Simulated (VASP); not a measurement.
# Mo (Im-3m) in VASP: further runs

The runs below take Mo through relaxation of cell and atoms, with LDA.

Program: VASP 6.6.1. These are calculated values, not measurements. Logs are shortened: lines on timing, memory, paths and dates and some standing lists are left out, and cuts for length are marked.

## 1. The cell of the first run

It takes space group Im-3m (No. 229, cubic). Conventional cell: a = 2.986 Å, b = 2.986 Å, c = 2.986 Å, α = 90.00°, β = 90.00°, γ = 90.00°. Mo (site symmetry m-3m) has 14 Mo at 2.59 to 2.99 Å within 3.4 Å.

## 2. Relaxation of cell and atoms, LDA, target pressure 45 GPa, at which the enthalpy is minimised

INCAR

```
ALGO = Normal ; EDIFF = 1E-7
EDIFFG = -0.002 ; ENCUT = 500
GGA = CA ; GGA_COMPAT = False
IBRION = 2 ; ISIF = 3
ISMEAR = 0 ; LASPH = True
LCHARG = False ; LREAL = False
LWAVE = False ; NELM = 120
NELMIN = 4 ; NSW = 100
PREC = Accurate ; PSTRESS = 450.0
SIGMA = 0.1
```

KPOINTS

```
k-points
0
Gamma
  20 20 20
```

POSCAR

```
Mo
1.0
   -1.4929170646      1.4929170646      1.4929170646
    1.4929170646     -1.4929170646      1.4929170646
    1.4929170646      1.4929170646     -1.4929170646
Mo
1
Direct
    0.0000000000      0.0000000000      0.0000000000
```

Potentials or basis: VASP PAW LDA potentials, release 64 (Mo_sv).

Started as:

```
$ cat potpaw_LDA.64/Mo_sv/POTCAR > POTCAR
$ mpirun -np 1 vasp_std > vasp.out
```

OUTCAR:

```text
EDIFF = 1E-7
   EDIFFG = -0.002
   ENCUT = 500
   GGA = CA
   IBRION = 2
   ISIF = 3
   ISMEAR = 0
   LASPH = True
   LREAL = False
   NELM = 120
   NELMIN = 4
   NSW = 100
   PREC = Accurate
   PSTRESS = 450.0

 ion  position               nearest neighbor table
   1  0.000  0.000  0.000-

  LATTYP: Found a body centered cubic cell.
 ALAT       =     2.9858341292

  Lattice vectors:

 A1 = (  -1.4929170646,   1.4929170646,   1.4929170646)
 A2 = (   1.4929170646,  -1.4929170646,   1.4929170646)
 A3 = (   1.4929170646,   1.4929170646,  -1.4929170646)

Analysis of symmetry for initial positions (statically):
=====================================================================
 Subroutine PRICEL returns:
 Original cell was already a primitive cell.

 Routine SETGRP: Setting up the symmetry group for a
 body centered cubic supercell.

 Subroutine GETGRP returns: Found 48 space group operations
 (whereof 48 operations were pure point group operations)
 out of a pool of 48 trial point group operations.

The static configuration has the point symmetry O_h .

Analysis of symmetry for dynamics (positions and initial velocities):
=====================================================================
 Subroutine PRICEL returns:
 Original cell was already a primitive cell.

 Routine SETGRP: Setting up the symmetry group for a
 body centered cubic supercell.

 Subroutine GETGRP returns: Found 48 space group operations
 (whereof 48 operations were pure point group operations)
 out of a pool of 48 trial point group operations.

The dynamic configuration has the point symmetry O_h .

 Subroutine INISYM returns: Found 48 space group operations
 (whereof 48 operations are pure point group operations),
 and found     1 'primitive' translations

----------------------------------------------------------------------------------------

                                     Primitive cell

  volume of cell :      13.3097

  direct lattice vectors                    reciprocal lattice vectors
    -1.492917065  1.492917065  1.492917065     0.000000000  0.334914787  0.334914787
     1.492917065 -1.492917065  1.492917065     0.334914787  0.000000000  0.334914787
     1.492917065  1.492917065 -1.492917065     0.334914787  0.334914787  0.000000000

  length of vectors
     2.585808207  2.585808207  2.585808207     0.473641033  0.473641033  0.473641033

  position of ions in fractional coordinates (direct lattice)
     0.000000000  0.000000000  0.000000000

  ion indices of the primitive-cell ions
   primitive index   ion index
                 1           1

----------------------------------------------------------------------------------------

 KPOINTS: k-points

Automatic generation of k-mesh.
 Grid dimensions read from file:
 generate k-points for:   20   20   20

 Generating k-lattice:

  Cartesian coordinates                     Fractional coordinates (reciprocal lattice)
     0.000000000  0.016745739  0.016745739     0.050000000  0.000000000  0.000000000
     0.016745739  0.000000000  0.016745739     0.000000000  0.050000000  0.000000000
     0.016745739  0.016745739  0.000000000     0.000000000  0.000000000  0.050000000

  Length of vectors
     0.023682052  0.023682052  0.023682052

  Shift w.r.t. Gamma in fractional coordinates (k-lattice)
     0.000000000  0.000000000  0.000000000

 Subroutine IBZKPT returns following result:
 ===========================================

 Found    256 irreducible k-points:

 Following reciprocal coordinates:
            Coordinates               Weight
  0.000000  0.000000  0.000000      1.000000
  0.050000  0.000000  0.000000     12.000000
  0.100000  0.000000  0.000000     12.000000
  0.150000  0.000000  0.000000     12.000000
  0.200000  0.000000  0.000000     12.000000
  0.250000  0.000000  0.000000     12.000000
[... 16 lines left out ...]
  0.200000  0.100000  0.000000     48.000000
  0.250000  0.100000  0.000000     48.000000
 [... further k-points ...]
   k-points           NKPTS =    256   k-points in BZ     NKDIM =    256   number of bands    NBANDS=     11
   number of dos      NEDOS =    301   number of ions     NIONS =      1
   total plane-waves  NPLWV =   8000
   dimension x,y,z NGX =    20 NGY =   20 NGZ =   20
   dimension x,y,z NGXF=    40 NGYF=   40 NGZF=   40
   ions per type =               1
   NGX,Y,Z   is equivalent  to a cutoff of  12.86, 12.86, 12.86 a.u.
   NGXF,Y,Z  is equivalent  to a cutoff of  25.72, 25.72, 25.72 a.u.
 SYSTEM =  unknown system
   PREC   = accura    normal or accurate (medium, high low for compatibility)
   ISTART =      0    job   : 0-new  1-cont  2-samecut
   ICHARG =      2    charge: 1-file 2-atom 10-const
   ISPIN  =      1    spin polarized calculation?
   LNONCOLLINEAR =      F non collinear calculations
   LSORBIT =      F    spin-orbit coupling
   LASPH  =      T    aspherical Exc in radial PAW
   ENCUT  =  500.0 eV  36.75 Ry    6.06 a.u.   4.71  4.71  4.71*2*pi/ulx,y,z
   NELM   =    120;   NELMIN=  4; NELMDL= -5     # of ELM steps
   EDIFF  = 0.1E-06   stopping-criterion for ELM
   LREAL  =      F    real-space projection
   EDIFFG = -.2E-02   stopping-criterion for IOM
   NSW    =    100    number of steps for IOM
   IBRION =      2    ionic relax: 0-MD 1-quasi-New 2-CG
   NFREE  =      1    steps in history (QN), initial steepest desc. (CG)
   ISIF   =      3    stress and relaxation
   ISYM   =      2    0-nonsym 1-usesym 2-fastsym
   POTIM  = 0.5000    time-step for ionic-motion
   TEBEG  =    0.0;   TEEND  =   0.0 temperature during run
   PSTRESS=  450.0 pullay stress
   NELECT =      14.0000    total number of electrons
   NUPDOWN=      -1.0000    fix difference up-down
   EMIN   =  10.00;   EMAX   =-10.00  energy-range for DOS
   EFERMI =   0.00;   METHOD = LEGACY
   ISMEAR =     0;   SIGMA  =   0.10  broadening in eV -4-tet -1-fermi 0-gaus
   EFERMI_NEDOS =   21; number of points for ismear=-14 and -15
   IALGO  =     38    algorithm
   IMIX   =      4    mixing-type and parameters
     AMIX     =   0.40;   BMIX     =  1.00
     AMIX_MAG =   1.60;   BMIX_MAG =  1.00
  volume/ion in A,a.u.               =      13.31        89.82
  Fermi-wavevector in a.u.,A,eV,Ry     =   1.664927  3.146256 37.715098  2.771981
  Thomas-Fermi vector in A             =   2.751386
   LORBIT       =      0    0 simple, 1 ext, 2 COOP (PROOUT), +10 PAW based schemes
   GGA     = CA    functional components
   LHFCALC =     F    Hartree Fock is set to
   AEXX    =    0.0000 exact exchange contribution
   IVDW    =     0    specifies the selected vdW correction
   LEPSILON=     F    determine dielectric tensor
   LRPA    =     F    only Hartree local field effects (RPA)
 conjugate gradient relaxation of ions
 non-spin polarized calculation
 Gauss-broadening in eV      SIGMA  =   0.10
  energy-cutoff  :      500.00
  volume of cell :       13.31
 maximum number of plane-waves:       370
   NGX =  9   NGY =  9   NGZ =  9

--------------------------------------- Ionic step        1  -------------------------------------------

 number of electron      14.0000000 magnetization

 Free energy of the ion-electron system (eV)
  ---------------------------------------------------
  ext. energy  EPLUGINS =         0.00000000
  ---------------------------------------------------
  free energy    TOTEN  =       -11.88608610 eV

  energy without entropy =      -11.88320502  energy(sigma->0) =      -11.88464556

------------------------ aborting loop because EDIFF is reached ----------------------------------------

  FORCE on cell =-STRESS in cart. coord.  units (eV):
  Direction    XX          YY          ZZ          XY          YZ          ZX
  --------------------------------------------------------------------------------------
  -------------------------------------------------------------------------------------
  Total        4.0107704      4.0107704      4.0107704      0.0000000      0.0000000     -0.0000000
  in kB      482.8045447    482.8045447    482.8045447      0.0000000      0.0000000     -0.0000000
  external PRESSURE =      32.8045447 kB  Pullay stress =     450.0000000 kB
[... 96 lines left out ...]
  enthalpy is  TOTEN    =        -8.1487874440 eV   P V=        3.7648834545

--------------------------------------- Ionic step        4  -------------------------------------------

 number of electron      14.0000001 magnetization

 Free energy of the ion-electron system (eV)
  ---------------------------------------------------
  ext. energy  EPLUGINS =         0.00000000
  ---------------------------------------------------
  free energy    TOTEN  =       -11.91313724 eV

  energy without entropy =      -11.91023180  energy(sigma->0) =      -11.91168452

 E-fermi :  15.1847     XC(G=0): -14.4814

 val. band max:       15.1767108063   @ k =  -0.3000   0.3500   0.1500
 cond. band min:      15.1878554389   @ k =  -0.2000   0.2000   0.2000
 fundamental gap:      0.0111446327
 Fermi energy:        15.1847091026

 k-point     1 :       0.0000    0.0000    0.0000
  band No.  band energies     occupation
      1     -45.9108      2.00000
      2     -18.8833      2.00000
      3     -18.8833      2.00000
      4     -18.8833      2.00000
      5       7.4827      2.00000
      6      13.4117      2.00000
      7      13.4117      2.00000
      8      13.4117      2.00000
      9      17.0314      0.00000
     10      17.0314      0.00000
     11      30.1109      0.00000
[... 309 lines left out ...]
 k-point    24 :       0.2500    0.1000    0.0000
  band No.  band energies     occupation
      1     -45.5705      2.00000
      2     -20.4359      2.00000
      3     -19.3863      2.00000
      4     -18.9813      2.00000
      5       9.8704      2.00000
      6      11.6939      2.00000
      7      13.4057      2.00000
      8      16.2967      0.00000
      9      17.7252      0.00000
     10      18.3603      0.00000
     11      30.2331      0.00000

 [... further k-points ...]

------------------------ aborting loop because EDIFF is reached ----------------------------------------

  FORCE on cell =-STRESS in cart. coord.  units (eV):
  Direction    XX          YY          ZZ          XY          YZ          ZX
  --------------------------------------------------------------------------------------
  -------------------------------------------------------------------------------------
  Total        3.7655518      3.7655518      3.7655518      0.0000000      0.0000000      0.0000000
  in kB      450.1437125    450.1437125    450.1437125      0.0000000      0.0000000      0.0000000
  external PRESSURE =       0.1437125 kB  Pullay stress =     450.0000000 kB
[... 16 lines left out ...]
  FREE ENERGIE OF THE ION-ELECTRON SYSTEM (eV)
  ---------------------------------------------------
  free  energy   TOTEN  =       -11.9131372366 eV

  energy  without entropy=      -11.9102318042  energy(sigma->0) =      -11.91168452

  enthalpy is  TOTEN    =        -8.1487875792 eV   P V=        3.7643496574

 reached required accuracy - stopping structural energy minimisation
```

Run time: 44 s. Hardware: 1 thread of AMD EPYC 9R45 (Zen 5), shared host; peak memory 0.12 GiB.

What came out:

```
Free energy                                            : -11.9131 eV
Relaxed volume                                         : 13.40 Å³/atom
Relaxed cell                                           : a = 2.592 Å, b = 2.592 Å, c = 2.592 Å, α = 109.47°, β = 109.47°, γ = 109.47°
Space group after relaxing (to 0.05 Å)                 : Im-3m (No. 229)
Energy change on relaxing (the enthalpy is what falls) : -27.1 meV/atom
Ionic steps                                            : 4
Pressure after relaxing                                : 45.0 GPa
Band gap on the k mesh                                 : zero (band 7 reaches 20.09 eV, above the bottom of band 8 at 13.41 eV)
```

The path:
| step | energy change (eV) | largest force (eV/Å) | pressure (GPa) | volume (Å³) |
| --- | --- | --- | --- | --- |
| 1 | 0.0000 | 0.0000 | 48.28 | 13.31 |
| 2 | -0.1306 | 0.0000 | 30.93 | 13.84 |
| 3 | -0.0276 | 0.0000 | 44.96 | 13.40 |
| 4 | -0.0271 | 0.0000 | 45.01 | 13.40 |

Final structure:
```yaml
crystal:
  lattice:
    - [-1.49638, 1.49638, 1.49638]
    - [1.49638, -1.49638, 1.49638]
    - [1.49638, 1.49638, -1.49638]
  atoms:
    - { symbol: Mo, position: [0.00000, 0.00000, 0.00000] }
```

Caveat: the cell is relaxed towards a set pressure, so the enthalpy falls and the energy may rise.

## 3. Relaxation of cell and atoms, LDA, target pressure 45 GPa, at which the enthalpy is minimised

This run uses another cell than the first one, of 13.35 Å³/atom, 1.003 times its volume.

INCAR

```
PREC = Accurate
ENCUT = 500
EDIFF = 1E-7
ISMEAR = -1
SIGMA = 0.15
LREAL = F
LASPH = T
NELM = 120
ALGO = Normal
ISIF = 3
LWAVE = F
LCHARG = F
IBRION = 2
NSW = 80
EDIFFG = -0.001
PSTRESS = 450.0
GGA_COMPAT = F
NELMIN = 4
```

KPOINTS

```
regular mesh
0
Gamma
  20 20 20
```

POSCAR

```
Mo
1.0
   -1.4944248362      1.4944248362      1.4944248362
    1.4944248362     -1.4944248362      1.4944248362
    1.4944248362      1.4944248362     -1.4944248362
Mo
1
Direct
    0.0000000000      0.0000000000      0.0000000000
```

Potentials or basis: VASP PAW LDA potentials, release 64 (Mo_sv).

Started as:

```
$ cat potpaw_LDA.64/Mo_sv/POTCAR > POTCAR
$ mpirun -np 1 vasp_std > vasp.out
```

OUTCAR:

```text
PREC = Accurate
   ENCUT = 500
   EDIFF = 1E-7
   ISMEAR = -1
   LREAL = F
   LASPH = T
   NELM = 120
   ISIF = 3
   IBRION = 2
   NSW = 80
   EDIFFG = -0.001
   PSTRESS = 450.0
   NELMIN = 4

 ion  position               nearest neighbor table
   1  0.000  0.000  0.000-

  LATTYP: Found a body centered cubic cell.
 ALAT       =     2.9888496724

  Lattice vectors:

 A1 = (  -1.4944248362,   1.4944248362,   1.4944248362)
 A2 = (   1.4944248362,  -1.4944248362,   1.4944248362)
 A3 = (   1.4944248362,   1.4944248362,  -1.4944248362)

Analysis of symmetry for initial positions (statically):
=====================================================================
 Subroutine PRICEL returns:
 Original cell was already a primitive cell.

 Routine SETGRP: Setting up the symmetry group for a
 body centered cubic supercell.

 Subroutine GETGRP returns: Found 48 space group operations
 (whereof 48 operations were pure point group operations)
 out of a pool of 48 trial point group operations.

The static configuration has the point symmetry O_h .

Analysis of symmetry for dynamics (positions and initial velocities):
=====================================================================
 Subroutine PRICEL returns:
 Original cell was already a primitive cell.

 Routine SETGRP: Setting up the symmetry group for a
 body centered cubic supercell.

[... 223 lines left out ...]

 number of electron      14.0000001 magnetization

 Free energy of the ion-electron system (eV)
  ---------------------------------------------------
  ext. energy  EPLUGINS =         0.00000000
  ---------------------------------------------------
  free energy    TOTEN  =       -11.93555709 eV

  energy without entropy =      -11.89037813  energy(sigma->0) =      -11.91296761

 E-fermi :  15.1557     XC(G=0): -14.4792

 val. band max:       15.1280659373   @ k =  -0.2500   0.3500   0.1000
 cond. band min:      15.1663691628   @ k =  -0.3000   0.3000   0.1500
 fundamental gap:      0.0383032254
 Fermi energy:        15.1557280802

 k-point     1 :       0.0000    0.0000    0.0000
  band No.  band energies     occupation
      1     -45.9155      2.00000
      2     -18.8894      2.00000
      3     -18.8894      2.00000
      4     -18.8894      2.00000
      5       7.4771      2.00000
      6      13.4067      1.99998
      7      13.4067      1.99998
      8      13.4067      1.99998
      9      17.0254      0.00001
     10      17.0254      0.00001
     11      30.1042      0.00000
[... 309 lines left out ...]
 k-point    24 :       0.2500    0.1000    0.0000
  band No.  band energies     occupation
      1     -45.5755      2.00000
      2     -20.4405      2.00000
      3     -19.3919      2.00000
      4     -18.9873      2.00000
      5       9.8655      2.00000
      6      11.6895      2.00000
      7      13.3996      1.99998
      8      16.2908      0.00103
      9      17.7187      0.00000
     10      18.3530      0.00000
     11      30.2251      0.00000

 [... further k-points ...]

------------------------ aborting loop because EDIFF is reached ----------------------------------------

  FORCE on cell =-STRESS in cart. coord.  units (eV):
  Direction    XX          YY          ZZ          XY          YZ          ZX
  --------------------------------------------------------------------------------------
  -------------------------------------------------------------------------------------
  Total        3.7648202      3.7648202      3.7648202      0.0000000      0.0000000     -0.0000000
  in kB      449.9010896    449.9010896    449.9010896      0.0000000      0.0000000     -0.0000000
  external PRESSURE =      -0.0989104 kB  Pullay stress =     450.0000000 kB
[... 20 lines left out ...]
  energy  without entropy=      -11.8903781341  energy(sigma->0) =      -11.91296761

  enthalpy is  TOTEN    =        -8.1699091635 eV   P V=        3.7656479315

 reached required accuracy - stopping structural energy minimisation
```

OSZICAR:

```text
N       E                     dE             d eps       ncg     rms          rms(c)
DAV:   1     0.948799786030E+02    0.94880E+02   -0.80750E+03  5643   0.130E+03
[... 21 lines left out ...]
DAV:   1    -0.119981479688E+02    0.37243E-02   -0.16584E+00  5875   0.192E+01    0.395E+00
DAV:   2    -0.119397995665E+02    0.58348E-01   -0.11797E-01  5827   0.475E+00    0.567E-01
DAV:   3    -0.119348950612E+02    0.49045E-02   -0.20290E-02  6005   0.190E+00    0.607E-01
DAV:   4    -0.119355518827E+02   -0.65682E-03   -0.40041E-04  6038   0.238E-01    0.437E-02
DAV:   5    -0.119355576217E+02   -0.57389E-05   -0.42642E-05  6304   0.868E-02    0.570E-03
DAV:   6    -0.119355570853E+02    0.53637E-06   -0.62990E-07  5990   0.984E-03    0.197E-03
DAV:   7    -0.119355570950E+02   -0.96697E-08   -0.24670E-08  3347   0.211E-03
   3 F= -.81699092E+01 E0= -.81473197E+01  d E =-.349854E-03
```

It took 38 s on 1 thread of AMD EPYC 9R45 (Zen 5), shared host; peak memory 0.12 GiB.

What came out:

| Property | Result |
| --- | --- |
| Free energy | -11.9356 eV |
| Relaxed volume | 13.41 Å³/atom |
| Relaxed cell | a = 2.592 Å, b = 2.592 Å, c = 2.592 Å, α = 109.47°, β = 109.47°, γ = 109.47° |
| Space group after relaxing (to 0.05 Å) | Im-3m (No. 229) |
| Energy change on relaxing (the enthalpy is what falls) | -16.4 meV/atom |
| Ionic steps | 3 |
| Pressure after relaxing | 45.0 GPa |
| Band gap on the k mesh | zero (band 7 reaches 20.08 eV, above the bottom of band 8 at 13.41 eV) |

The path:
```tsv
step	energy change (eV)	largest force (eV/Å)	pressure (GPa)	volume (Å³)
1	0.0000	0.0000	46.97	13.35
2	-0.0827	0.0000	36.34	13.67
3	-0.0164	0.0000	44.99	13.41
```

Final structure:
```cif
data_structure
_symmetry_space_group_name_H-M 'P 1'
_symmetry_Int_Tables_number 1
_cell_length_a 2.5921
_cell_length_b 2.5921
_cell_length_c 2.5921
_cell_angle_alpha 109.471
_cell_angle_beta 109.471
_cell_angle_gamma 109.471
_cell_volume 13.41
loop_
_atom_site_label
_atom_site_type_symbol
_atom_site_fract_x
_atom_site_fract_y
_atom_site_fract_z
_atom_site_occupancy
Mo1 Mo 0.00000 0.00000 0.00000 1
```

Caveat: the cell is relaxed towards a set pressure, so the enthalpy falls and the energy may rise.
